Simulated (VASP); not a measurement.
VH, 2 atoms in the cell. It takes space group F-43m (No. 216, cubic). The conventional cell has a = 4.188 Å, b = 4.188 Å, c = 4.188 Å, α = 90.00°, β = 90.00°, γ = 90.00°. V (site symmetry -43m) has 4 H at 1.81 Å within 2.4 Å. H (site symmetry -43m) has 4 V at 1.81 Å within 2.4 Å.  This cell differs from its parent crystal: atoms taken out.

- Program: VASP 6.6.1
- Task: relaxation of cell and atoms
- Functional: r2SCAN
- Potentials or basis: VASP PAW PBE potentials, release 64 (V_sv, H)
- Cutoff: 600 eV
- k mesh: 8 × 8 × 8
- Occupations: gaussian, width 0.1 eV
- Spin: collinear spin, ferromagnetic start
- Starting moments: [0.48, 0.0] μB
- Dipole correction: no
- Further INCAR settings: ALGO = Normal; EDIFF = 1e-06; IBRION = 2; EDIFFG = -0.0325; NSW = 90; ISIF = 3

Potentials or basis: VASP PAW PBE potentials, release 64 (V_sv, H).

Run with:

```console
$ cat potpaw_PBE.64/V_sv/POTCAR potpaw_PBE.64/H/POTCAR > POTCAR
$ cp INCAR.step1 INCAR
$ mpirun -np 1 vasp_std > vasp.out
$ cp INCAR.step2 INCAR
$ mpirun -np 1 vasp_std > vasp.out
```

Hardware: 1 thread of AMD EPYC 9R45 96-Core Processor (Zen 5) (shared host).

**Question.** Estimate the wall time of this run.

**Answer.** It took 95 s on 1 thread of AMD EPYC 9R45 96-Core Processor (Zen 5) (shared host), peak memory 0.14 GiB. Counts: k points 29, ion steps 3.
